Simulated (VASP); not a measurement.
Set up this calculation in VASP 6.6.1, as the native input.

* Task: relaxation of volume and atoms at fixed shape
* Functional: LDA
* Potentials or basis: VASP PAW LDA potentials, release 64 (Hf_pv, Ta_pv, N)
* Cutoff: 600 eV
* k mesh: 6 × 6 × 6
* Occupations: fermi-dirac, width 0.05 eV
* Spin: no spin polarisation
* Dipole correction: no
* Further INCAR settings: ALGO = Normal; EDIFF = 1e-07; IBRION = 2; EDIFFG = -0.02; NSW = 80; ISIF = 8

The structure of HfTaN2 lies in POSCAR:

```
HfTaN2
1.0
    4.4350000000      0.0000000000      0.0000000000
    0.0000000000      4.4350000000      0.0000000000
    0.0000000000      0.0000000000      4.4350000000
Hf Ta N
2 2 4
Direct
    0.0000000000      0.0000000000      0.0000000000
    0.0000000000      0.5000000000      0.5000000000
    0.5000000000      0.0000000000      0.5000000000
    0.5000000000      0.5000000000      0.0000000000
    0.5000000000      0.5000000000      0.5000000000
    0.0000000000      0.0000000000      0.5000000000
    0.0000000000      0.5000000000      0.0000000000
    0.5000000000      0.0000000000      0.0000000000
```

These files were run (other wordings do the same):

INCAR

```
SYSTEM = HfTaN2
  PREC = Accurate
  ENCUT = 600
  EDIFF = 1E-7
  ISMEAR = -1
  SIGMA = 0.05
  LREAL = .False.
  LASPH = .True.
  NELM = 120
  ALGO = Normal
  ISIF = 8
  LWAVE = .False.
  LCHARG = .False.
  IBRION = 2
  NSW = 80
  EDIFFG = -0.02
  GGA_COMPAT = .False.
  NELMIN = 4
```

KPOINTS

```
Automatic mesh
0
Gamma
  6 6 6
  0 0 0
```

Potentials or basis: VASP PAW LDA potentials, release 64 (Hf_pv, Ta_pv, N).

Run with:

```bash
$ cat potpaw_LDA.64/Hf_pv/POTCAR potpaw_LDA.64/Ta_pv/POTCAR potpaw_LDA.64/N/POTCAR > POTCAR
$ mpirun -np 1 vasp_std > vasp.out
```

Results of the run:

```yaml
Relaxed_volume: 10.69 Å³/atom
Relaxed_cell: a = 4.405 Å, b = 4.405 Å, c = 4.405 Å, α = 90.00°, β = 90.00°, γ = 90.00°
Space_group_after_relaxing_to_0.1_Å: P4/mmm (No. 123)
Energy_gained_by_relaxing: 4.7 meV/atom
Ionic_steps: 3
Pressure_after_relaxing: -0.1 GPa
Band_gap_on_the_k_mesh: zero (bands 31 and 32 overlap by 3.82 eV)
```

Caveat: spin-orbit coupling is left out, which moves the levels of the heavy elements.

Run time: 7.9 min on 1 thread of Oxide Virtual Turin-like Processor (shared host), peak memory 0.25 GiB.
